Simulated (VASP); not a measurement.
# BiTe (R-3m) in VASP: a series of runs

Runs on BiTe. Level: PBE. Tasks: single point.

Program: VASP 6.6.1. These are calculated values, not measurements. Logs are shortened: lines on timing, memory, paths and dates and some standing lists are left out, and cuts for length are marked.

## 1. The cell of the first run

It takes space group R-3m (No. 166, trigonal). Conventional cell: a = 4.603 Å, b = 4.603 Å, c = 9.952 Å, α = 90.00°, β = 90.00°, γ = 120.00°. Within 4.3 Å of Bi (site symmetry -3m) lie 6 Te at 3.13 Å and 6 Bi at 4.25 Å. Te (site symmetry -3m) has 6 Bi at 3.13 Å and 6 Te at 4.25 Å within 4.3 Å.

## 2. Single point, PBE (strain -0.050 along x and y, +0.000 along z)

File INCAR:

```
SYSTEM = BiTe
PREC = Accurate
ENCUT = 520
EDIFF = 1E-7
ISMEAR = 0
SIGMA = 0.15
LREAL = .FALSE.
LASPH = .TRUE.
NELM = 100
ALGO = Normal
ISIF = 2
LWAVE = .FALSE.
LCHARG = .TRUE.
GGA = PE
LELF = .TRUE.
LVHAR = .TRUE.
NBANDS = 18
```

File KPOINTS:

```
Automatic mesh
0
G
  12 12 12
  0 0 0
```

File POSCAR:

```
BiTe
1.0
    2.3015723842      1.3288134356      3.3172919545
   -2.3015723842      1.3288134356      3.3172919545
    0.0000000000     -2.6576268711      3.3172919545
Bi Te
1 1
Direct
    0.5000000000      0.5000000000      0.5000000000
    0.0000000000      0.0000000000      0.0000000000
```

Potentials or basis: VASP PAW PBE potentials, release 64 (Bi_d, Te).

Started as:

```sh
> cat potpaw_PBE.64/Bi_d/POTCAR potpaw_PBE.64/Te/POTCAR > POTCAR
> mpirun -np 1 vasp_std > vasp.out
```

OUTCAR:

```text
SYSTEM = BiTe
   PREC = Accurate
   ENCUT = 520
   EDIFF = 1E-7
   ISMEAR = 0
   LREAL = .FALSE.
   LASPH = .TRUE.
   NELM = 100
   ISIF = 2
   GGA = PE

 ion  position               nearest neighbor table
   1  0.500  0.500  0.500-   2 3.13   2 3.13   2 3.13   2 3.13   2 3.13   2 3.13
   2  0.000  0.000  0.000-   1 3.13   1 3.13   1 3.13   1 3.13   1 3.13   1 3.13

  LATTYP: Found a trigonal (rhomboedric) cell.
 ALAT       =     4.2505771958
 COS(alpha) =     0.4136141853

  Lattice vectors:

 A1 = (   2.3015723842,   1.3288134356,   3.3172919545)
 A2 = (  -2.3015723842,   1.3288134356,   3.3172919545)
 A3 = (   0.0000000000,  -2.6576268711,   3.3172919545)

Analysis of symmetry for initial positions (statically):
=====================================================================
 Subroutine PRICEL returns:
 Original cell was already a primitive cell.

 Routine SETGRP: Setting up the symmetry group for a
 trigonal (rhombohedral) supercell.

 Subroutine GETGRP returns: Found 12 space group operations
 (whereof 12 operations were pure point group operations)
 out of a pool of 12 trial point group operations.

The static configuration has the point symmetry D_3d.

Analysis of symmetry for dynamics (positions and initial velocities):
=====================================================================
 Subroutine PRICEL returns:
 Original cell was already a primitive cell.

 Routine SETGRP: Setting up the symmetry group for a
 trigonal (rhombohedral) supercell.

 Subroutine GETGRP returns: Found 12 space group operations
 (whereof 12 operations were pure point group operations)
 out of a pool of 12 trial point group operations.

The dynamic configuration has the point symmetry D_3d.

 Subroutine INISYM returns: Found 12 space group operations
 (whereof 12 operations are pure point group operations),
 and found     1 'primitive' translations

----------------------------------------------------------------------------------------

                                     Primitive cell

  volume of cell :      60.8728

  direct lattice vectors                    reciprocal lattice vectors
     2.301572384  1.328813436  3.317291954     0.217242787  0.125425182  0.100483568
    -2.301572384  1.328813436  3.317291954    -0.217242787  0.125425182  0.100483568
     0.000000000 -2.657626871  3.317291954     0.000000000 -0.250850363  0.100483568

  length of vectors
     4.250577196  4.250577196  4.250577196     0.270227409  0.270227409  0.270227409

  position of ions in fractional coordinates (direct lattice)
     0.500000000  0.500000000  0.500000000
     0.000000000  0.000000000  0.000000000

  ion indices of the primitive-cell ions
   primitive index   ion index
                 1           1
                 2           2

----------------------------------------------------------------------------------------

 KPOINTS: Automatic mesh

Automatic generation of k-mesh.
 Grid dimensions read from file:
 generate k-points for:   12   12   12

 Generating k-lattice:

  Cartesian coordinates                     Fractional coordinates (reciprocal lattice)
     0.018103566  0.010452098  0.008373631     0.083333333 -0.000000000  0.000000000
    -0.018103566  0.010452098  0.008373631    -0.000000000  0.083333333  0.000000000
     0.000000000 -0.020904197  0.008373631    -0.000000000 -0.000000000  0.083333333

  Length of vectors
     0.022518951  0.022518951  0.022518951

  Shift w.r.t. Gamma in fractional coordinates (k-lattice)
     0.000000000  0.000000000  0.000000000

 Subroutine IBZKPT returns following result:
 ===========================================

 Found    189 irreducible k-points:

 Following reciprocal coordinates:
            Coordinates               Weight
  0.000000  0.000000  0.000000      1.000000
  0.083333  0.000000  0.000000      6.000000
  0.166667  0.000000  0.000000      6.000000
  0.250000  0.000000  0.000000      6.000000
  0.333333  0.000000  0.000000      6.000000
  0.416667  0.000000  0.000000      6.000000
[... 16 lines left out ...]
  0.500000  0.166667  0.000000     12.000000
 -0.416667  0.166667 -0.000000     12.000000
 [... further k-points ...]
   k-points           NKPTS =    189   k-points in BZ     NKDIM =    189   number of bands    NBANDS=     18
   number of dos      NEDOS =    301   number of ions     NIONS =      2
   total plane-waves  NPLWV =  32768
   dimension x,y,z NGX =    32 NGY =   32 NGZ =   32
   dimension x,y,z NGXF=    64 NGYF=   64 NGZF=   64
   ions per type =               1   1
   NGX,Y,Z   is equivalent  to a cutoff of  12.52, 12.52, 12.52 a.u.
   NGXF,Y,Z  is equivalent  to a cutoff of  25.03, 25.03, 25.03 a.u.
 SYSTEM =  BiTe
   PREC   = accura    normal or accurate (medium, high low for compatibility)
   ISTART =      0    job   : 0-new  1-cont  2-samecut
   ICHARG =      2    charge: 1-file 2-atom 10-const
   ISPIN  =      1    spin polarized calculation?
   LNONCOLLINEAR =      F non collinear calculations
   LSORBIT =      F    spin-orbit coupling
   LASPH  =      T    aspherical Exc in radial PAW
   ENCUT  =  520.0 eV  38.22 Ry    6.18 a.u.   7.90  7.90  7.90*2*pi/ulx,y,z
   NELM   =    100;   NELMIN=  2; NELMDL= -5     # of ELM steps
   EDIFF  = 0.1E-06   stopping-criterion for ELM
   LREAL  =      F    real-space projection
   EDIFFG = 0.1E-05   stopping-criterion for IOM
   NSW    =      0    number of steps for IOM
   IBRION =     -1    ionic relax: 0-MD 1-quasi-New 2-CG
   NFREE  =      0    steps in history (QN), initial steepest desc. (CG)
   ISIF   =      2    stress and relaxation
   ISYM   =      2    0-nonsym 1-usesym 2-fastsym
   POTIM  = 0.5000    time-step for ionic-motion
   TEBEG  =    0.0;   TEEND  =   0.0 temperature during run
   PSTRESS=    0.0 pullay stress
   NELECT =      21.0000    total number of electrons
   NUPDOWN=      -1.0000    fix difference up-down
   EMIN   =  10.00;   EMAX   =-10.00  energy-range for DOS
   EFERMI =   0.00;   METHOD = LEGACY
   ISMEAR =     0;   SIGMA  =   0.15  broadening in eV -4-tet -1-fermi 0-gaus
   EFERMI_NEDOS =   21; number of points for ismear=-14 and -15
   IALGO  =     38    algorithm
   IMIX   =      4    mixing-type and parameters
     AMIX     =   0.40;   BMIX     =  1.00
     AMIX_MAG =   1.60;   BMIX_MAG =  1.00
  volume/ion in A,a.u.               =      30.44       205.40
  Fermi-wavevector in a.u.,A,eV,Ry     =   1.148171  2.169729 17.936528  1.318298
  Thomas-Fermi vector in A             =   2.284848
   LORBIT       =      0    0 simple, 1 ext, 2 COOP (PROOUT), +10 PAW based schemes
   GGA     = PE    functional components
   LHFCALC =     F    Hartree Fock is set to
   AEXX    =    0.0000 exact exchange contribution
   IVDW    =     0    specifies the selected vdW correction
   LEPSILON=     F    determine dielectric tensor
   LRPA    =     F    only Hartree local field effects (RPA)
 non-spin polarized calculation
 Gauss-broadening in eV      SIGMA  =   0.15
  energy-cutoff  :      520.00
  volume of cell :       60.87
 maximum number of plane-waves:      1657
   NGX = 15   NGY = 15   NGZ = 15

 number of electron      20.9999996 magnetization

 Free energy of the ion-electron system (eV)
  ---------------------------------------------------
  ext. energy  EPLUGINS =         0.00000000
  ---------------------------------------------------
  free energy    TOTEN  =        -7.04634912 eV

  energy without entropy =       -7.03053797  energy(sigma->0) =       -7.03844355

 E-fermi :   8.0391     XC(G=0):  -9.9312

 val. band max:        8.0368035604   @ k =  -0.1667   0.1667   0.0000
 cond. band min:       8.0444524358   @ k =   0.3333   0.0000   0.0000
 fundamental gap:      0.0076488754
 Fermi energy:         8.0390814947

 k-point     1 :       0.0000    0.0000    0.0000
  band No.  band energies     occupation
      1     -15.2576      2.00000
      2     -15.2576      2.00000
      3     -15.2489      2.00000
      4     -15.2489      2.00000
      5     -15.2303      2.00000
      6      -6.2834      2.00000
[... 10 lines left out ...]
     17      14.4985      0.00000
     18      14.7271      0.00000

 k-point     2 :       0.0833    0.0000    0.0000
  band No.  band energies     occupation
      1     -15.2578      2.00000
      2     -15.2575      2.00000
      3     -15.2493      2.00000
      4     -15.2482      2.00000
      5     -15.2301      2.00000
      6      -6.2151      2.00000
[... 10 lines left out ...]
     17      14.9921      0.00000
     18      15.1336      0.00000

 k-point     3 :       0.1667    0.0000    0.0000
  band No.  band energies     occupation
      1     -15.2586      2.00000
      2     -15.2576      2.00000
      3     -15.2498      2.00000
      4     -15.2463      2.00000
      5     -15.2291      2.00000
      6      -6.0108      2.00000
[... 10 lines left out ...]
     17      15.9576      0.00000
     18      16.0835      0.00000

 k-point     4 :       0.2500    0.0000    0.0000
  band No.  band energies     occupation
      1     -15.2596      2.00000
      2     -15.2587      2.00000
      3     -15.2496      2.00000
      4     -15.2442      2.00000
      5     -15.2272      2.00000
      6      -5.6736      2.00000
[... 375 lines left out ...]
      4     -15.2384      2.00000
      5     -15.2233      2.00000
      6      -4.8017      2.00000
[... 10 lines left out ...]
     17      17.5873      0.00000
     18      18.1966      0.00000

 k-point    23 :       0.5000    0.1667    0.0000
  band No.  band energies     occupation
      1     -15.2666      2.00000
      2     -15.2596      2.00000
      3     -15.2473      2.00000
      4     -15.2385      2.00000
      5     -15.2223      2.00000
      6      -4.2312      2.00000
[... 10 lines left out ...]
     17      17.9185      0.00000
     18      18.8371      0.00000

 k-point    24 :      -0.4167    0.1667   -0.0000
  band No.  band energies     occupation
      1     -15.2649      2.00000
      2     -15.2607      2.00000
      3     -15.2468      2.00000
      4     -15.2393      2.00000
      5     -15.2228      2.00000
      6      -4.0547      2.00000
[... 10 lines left out ...]
     17      17.3568      0.00000
     18      18.0293      0.00000

 [... further k-points ...]
[... 5 lines left out ...]
  --------------------------------------------------------------------------------------
  -------------------------------------------------------------------------------------
  Total        2.8492978      2.8492978      2.0933375      0.0000000      0.0000000      0.0000000
  in kB       74.9937082     74.9937082     55.0967821      0.0000000      0.0000000      0.0000000
  external PRESSURE =      68.3613995 kB  Pullay stress =       0.0000000 kB

 VOLUME and BASIS-vectors are now :
 -----------------------------------------------------------------------------
  energy-cutoff  :      520.00
  volume of cell :       60.87
      direct lattice vectors                 reciprocal lattice vectors
     2.301572384  1.328813436  3.317291954     0.217242787  0.125425182  0.100483568
    -2.301572384  1.328813436  3.317291954    -0.217242787  0.125425182  0.100483568
     0.000000000 -2.657626871  3.317291954     0.000000000 -0.250850363  0.100483568

 POSITION                                       TOTAL-FORCE (eV/Angst)
 -----------------------------------------------------------------------------------
      0.00000      0.00000      4.97594        -0.000000     -0.000000      0.000000
      0.00000      0.00000      0.00000         0.000000      0.000000      0.000000
 -----------------------------------------------------------------------------------
    total drift:                               -0.000000      0.000000     -0.000000

  FREE ENERGIE OF THE ION-ELECTRON SYSTEM (eV)
  ---------------------------------------------------
  free  energy   TOTEN  =        -7.0463491225 eV

  energy  without entropy=       -7.0305379750  energy(sigma->0) =       -7.03844355
```

It took 55 s on 1 thread of Intel Xeon 6975P-C (Granite Rapids), shared host; peak memory 0.33 GiB.

Results:

| Item | Value |
| --- | --- |
| Free energy | -7.0463 eV |
| Pressure | 6.8 GPa |
| Band gap on the k mesh | zero (an odd number of electrons rules out a gap without spin polarisation) |

Levels at points of the mesh, in eV from the Fermi level:
| k point | band 7 | band 8 | band 9 | band 10 | band 11 | band 12 | band 13 | band 14 |
| --- | --- | --- | --- | --- | --- | --- | --- | --- |
| (0.00, 0.00, 0.00) | -7.85 | -3.21 | -3.21 | -2.10 | 2.11 | 2.58 | 2.58 | 3.97 |
| (0.50, 0.00, 0.00) | -11.78 | -2.16 | -2.00 | -1.21 | -1.02 | -0.85 | -0.01 | 7.01 |
| (0.50, 0.50, 0.00) | -10.03 | -6.42 | -4.97 | -4.04 | 1.90 | 3.69 | 4.09 | 5.48 |
| (0.50, 0.50, 0.50) | -11.41 | -2.56 | -2.56 | -2.19 | -1.55 | -1.37 | -1.37 | 8.05 |

Caveat: the cell differs from its parent crystal (strain -0.050 along x and y, +0.000 along z); the cell stands under pressure; spin-orbit coupling is left out, which moves the levels of the heavy elements.

## 3. Single point, PBE (strain -0.025 along x and y, -0.050 along z)

File INCAR:

```
SYSTEM = BiTe
ALGO = Normal ; EDIFF = 1E-6
ENCUT = 520 ; GGA = PE
ISIF = 2 ; ISMEAR = 0
LASPH = .TRUE. ; LCHARG = .TRUE.
LELF = .TRUE. ; LREAL = .FALSE.
LVHAR = .TRUE. ; LWAVE = .FALSE.
NBANDS = 18 ; NELM = 100
PREC = Accurate ; SIGMA = 0.15
```

File KPOINTS:

```
k-points
0
G
  12 12 12
  0 0 0
```

File POSCAR:

```
BiTe
1.0
    2.3621400785      1.3637822102      3.1514273568
   -2.3621400785      1.3637822102      3.1514273568
    0.0000000000     -2.7275644204      3.1514273568
Bi Te
1 1
Direct
    0.5000000000      0.5000000000      0.5000000000
    0.0000000000      0.0000000000      0.0000000000
```

Potentials or basis: VASP PAW PBE potentials, release 64 (Bi_d, Te).

Started as:

```sh
> cat potpaw_PBE.64/Bi_d/POTCAR potpaw_PBE.64/Te/POTCAR > POTCAR
> mpirun -np 1 vasp_std > vasp.out
```

It took 47 s on 1 thread of Intel Xeon 6975P-C (Granite Rapids), shared host; peak memory 0.33 GiB.

The run converged. Its results:

* Free energy: -7.0860 eV
* Pressure: 5.8 GPa
* Band gap on the k mesh: zero (an odd number of electrons rules out a gap without spin polarisation)

Stress tensor (GPa, compression positive):
```
6.20 0.00 0.00
0.00 6.20 0.00
0.00 0.00 4.87
```

Levels at points of the mesh, in eV from the Fermi level:
```
           k point  band 8  band 9  band 10  band 11  band 12  band 13
(0.00, 0.00, 0.00)   -3.27   -3.27    -1.66     2.10     2.86     2.86
(0.50, 0.00, 0.00)   -2.02   -1.94    -1.06    -0.84    -0.73     0.55
(0.50, 0.50, 0.00)   -6.29   -5.09    -3.55     2.14     3.36     4.00
(0.50, 0.50, 0.50)   -2.69   -2.69    -2.46    -1.85    -1.59    -1.59
```

Caveat: the cell differs from its parent crystal (strain -0.025 along x and y, -0.050 along z); the cell stands under pressure; spin-orbit coupling is left out, which moves the levels of the heavy elements.
